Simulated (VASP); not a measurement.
The system is GaSb.

```
Sb Ga
1.0
    -2.75343    2.75343    1.59071
     2.75343   -2.75343    1.59071
     2.75343    2.75343   -1.59071
Sb Ga
1 1
Direct
  0.00000 0.00000 0.00000
  0.75000 0.25000 0.50000
```

```yaml
Program: VASP 6.6.1
Task: relaxation of cell and atoms
Functional: PBEsol
Potentials_or_basis: VASP PAW PBE potentials, release 64 (Sb, Ga_d)
Cutoff: 600 eV
k_mesh: 7 × 7 × 7
Occupations: fermi-dirac, width 0.05 eV
Spin: no spin polarisation
```

At the start: pressure -2.9 GPa; volume 24.12 Å³/atom.

Q: Where does the relaxation end?

A: Over 7 steps the energy falls by 18.4 meV/atom and the volume is 22.82 Å³/atom (-5.4 %); space group I-4m2 (No. 119, to 0.05 Å).

The path:
```
step  energy change (eV)  largest force (eV/Å)  pressure (GPa)  volume (Å³)
   1              0.0000                0.0000           -2.91        48.24
   2             -0.0346                0.0000            0.56        45.24
   3             -0.0346                0.0000            0.42        45.36
   4             -0.0367                0.0000            0.11        45.53
   5             -0.0367                0.0000            0.10        45.51
   6             -0.0367                0.0000            0.15        45.50
   7             -0.0368                0.0000           -0.02        45.63
```

Final structure:
```
Sb Ga
1.0
    -2.73226    2.73226    1.52816
     2.73226   -2.73226    1.52816
     2.73226    2.73226   -1.52816
Sb Ga
1 1
Direct
  0.00000 0.00000 0.00000
  0.75000 0.25000 0.50000
```

Caveat: the PAW data sets were made with another functional, which shifts forces and pressure a little.
